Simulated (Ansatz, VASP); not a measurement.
AlN in VASP and in Ansatz

Contents of INCAR:

```
SYSTEM = AlN
PREC = Accurate ; ENCUT = 520
EDIFF = 1E-8 ; ISMEAR = -1
SIGMA = 0.02 ; LREAL = .False.
LASPH = .True. ; NELM = 120
ALGO = Normal ; ISIF = 2
LWAVE = .False. ; LCHARG = .False.
GGA = PS ; LEFG = .True.
NBANDS = 11 ; GGA_COMPAT = .False.
```

Contents of KPOINTS:

```
regular mesh
0
Gamma
  13 13 13
  0 0 0
```

The input POSCAR:

```
AlN
1.0
    0.0000000000      1.9780000000      1.9780000000
    1.9780000000      0.0000000000      1.9780000000
    1.9780000000      1.9780000000      0.0000000000
Al N
1 1
Direct
    0.0000000000      0.0000000000      0.0000000000
    0.5000000000      0.5000000000      0.5000000000
```

Input for Ansatz:

```yaml
crystal:
  lattice:
    - [0.0, 1.978, 1.978]
    - [1.978, 0.0, 1.978]
    - [1.978, 1.978, 0.0]
  atoms:
    - { symbol: Al, position: [0.0, 0.0, 0.0] }
    - { symbol: "N", position: [0.5, 0.5, 0.5] }
kpoints:
  mp_grid: { grid: [13, 13, 13] }
scf:
  occupations: { method: fermi_dirac, width: 0.02 }
hamiltonian:
  xc: pbesol
  pseudopotentials: { kind: paw }
output:
  forces: true
  stress: true
  populations: true
  efg:
    quadrupole_moments_barn: { Al: 0.1466, "N": 0.02044 }
    contact_densities: true
```

Alike in both runs: task electric field gradients; functional PBEsol; k mesh 13 × 13 × 13; occupations fermi-dirac, width 0.02 eV; no spin polarisation.

|  | VASP | Ansatz |
| --- | --- | --- |
| version | VASP 6.6.1 | Ansatz 0.2.0 |
| potentials or method | VASP PAW PBE potentials, release 64 (Al, N) | plane-wave PAW, scalar-relativistic |
| plane-wave cutoff (eV) | 520 | 420 |
| valence electrons in the cell | 8 | 8 |

Ansatz gave:

```
gap on the k mesh at the Fermi level (eV) : 5.07
pressure (GPa)                            : 20.1
```

Question: Estimate VASP's values.

Answer: gap on the k mesh at the Fermi level (eV): 5.07; pressure (GPa): 20.0.

VASP's potentials were made for PBE, not for PBEsol.
